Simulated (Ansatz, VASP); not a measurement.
## AgCl: VASP beside Ansatz

```
Ag Cl
1.0
     3.24220    0.08780    0.08780
     0.08780    3.24220    0.08780
     0.08780    0.08780    3.24220
Ag Cl
1 1
Direct
  0.00000 0.00000 0.00000
  0.50000 0.50000 0.50000
```

Alike in both runs: task single point; functional PBEsol; k mesh 12 × 12 × 12; occupations gaussian, width 0.05 eV; no spin polarisation.

|  | VASP | Ansatz |
| --- | --- | --- |
| version | VASP 6.6.1 | Ansatz 0.2.0 |
| potentials or method | VASP PAW PBE potentials, release 64 (Ag, Cl), cutoff 520 eV | scalar-relativistic, plane waves, PAW |
| valence electrons in the cell | 18 | 26 |

|  | VASP | Ansatz | Ansatz less VASP |
| --- | --- | --- | --- |
| gap on the k mesh at the Fermi level (eV) | 0.38 | 0.38 | -0.001 |
| least direct gap on the mesh (eV) | 2.47 | 2.46 | -0.004 |
| pressure (GPa) | 6.9 | 7.0 | +0.14 |
| traceless stress, the component that is largest in VASP (GPa) | 0.43 | 0.42 | -0.006 |

VASP's potentials were made for PBE, not for PBEsol. VASP's potentials hold 18 valence electrons a cell and Ansatz's 26, so a difference there can come from the potentials and not from the codes.
